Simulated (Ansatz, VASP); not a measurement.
# K: VASP beside Ansatz

File INCAR:

```
ALGO = Normal ; EDIFF = 1E-6
ENCUT = 520 ; ISIF = 2
ISMEAR = -1 ; LASPH = True
LCHARG = False ; LREAL = False
LWAVE = False ; NBANDS = 10
NELM = 80 ; PREC = Accurate
SIGMA = 0.1
```

The input KPOINTS:

```
k-points
0
Gamma
  7 7 7
```

File POSCAR:

```
K
1.0
   -2.5241928768      2.5241928768      2.5241928768
    2.5241928768     -2.5241928768      2.5241928768
    2.5241928768      2.5241928768     -2.5241928768
K
1
Direct
    0.0000000000      0.0000000000      0.0000000000
```

Input for Ansatz:

```yaml
crystal:
  lattice:
    - [-2.5241928768, 2.5241928768, 2.5241928768]
    - [2.5241928768, -2.5241928768, 2.5241928768]
    - [2.5241928768, 2.5241928768, -2.5241928768]
  atoms:
    - { symbol: K, position: [0.0, 0.0, 0.0] }
hamiltonian:
  xc: lda
  pseudopotentials:
    kind: paw
    azcp:
      K: "pseudopotentials/K.paw.azcp"
basis:
  ecutwfc: 420
  fft_grid_basis: typed
kpoints:
  mp_grid: { grid: [7, 7, 7], shift: [0, 0, 0] }
magnetization:
  spin_polarized: false
scf:
  occupations: { method: fermi_dirac, width: 0.1 }
  lower_state_search: "off"
output:
  stress: true
```

Alike in both runs: task single point; functional LDA; k mesh 7 × 7 × 7; occupations fermi-dirac, width 0.1 eV; no spin polarisation.

|  | VASP | Ansatz |
| --- | --- | --- |
| version | VASP 6.6.1 | Ansatz 0.2.0 |
| potentials or method | VASP PAW LDA potentials, release 64 (K_sv), cutoff 520 eV | plane waves (420 eV) with PAW, scalar-relativistic |
| valence electrons in the cell | 9 | 9 |

```tsv
	VASP	Ansatz	Ansatz less VASP
pressure (GPa)	0.0	0.0	+0.02
```

Ansatz warns that its potentials were made for another functional, while VASP's fit it. LDA's correlation is that of Perdew and Zunger in VASP and of Perdew and Wang (1992) in Ansatz.
